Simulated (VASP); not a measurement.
A run of VASP 6.6.1:

INCAR

```
SYSTEM = Ru
ALGO = Normal ; EDIFF = 1E-6
EDIFFG = -0.005 ; ENCUT = 600
GGA = PS ; IBRION = 2
ISIF = 3 ; ISMEAR = -1
LASPH = .TRUE. ; LCHARG = .FALSE.
LREAL = .FALSE. ; LWAVE = .FALSE.
NELM = 60 ; NSW = 60
PREC = Accurate ; SIGMA = 0.08
```

File KPOINTS:

```
k-points
0
G
  19 19 10
  0 0 0
```

The input POSCAR:

```
Ru
1.0
    2.6844463720      0.0000000000      0.0000000000
   -1.3422231860      2.3247987533      0.0000000000
    0.0000000000      0.0000000000      4.3488031227
Ru
2
Direct
    0.3333333333      0.6666666667      0.2500000000
    0.6666666667      0.3333333333      0.7500000000
```

Potentials or basis: VASP PAW PBE potentials, release 64 (Ru_pv).

The run is started by

```console
$ cat potpaw_PBE.64/Ru_pv/POTCAR > POTCAR
$ mpirun -np 1 vasp_std > vasp.out
```

Hardware: 1 thread of Intel(R) Xeon(R) 6975P-C (Granite Rapids), with other jobs on the host.

Question: Estimate the wall time of this run.

Answer: It took 2.7 min on 1 thread of Intel(R) Xeon(R) 6975P-C (Granite Rapids), on a shared host, peak memory 0.27 GiB. Counts: scf iterations 47, k points 240, ion steps 6.
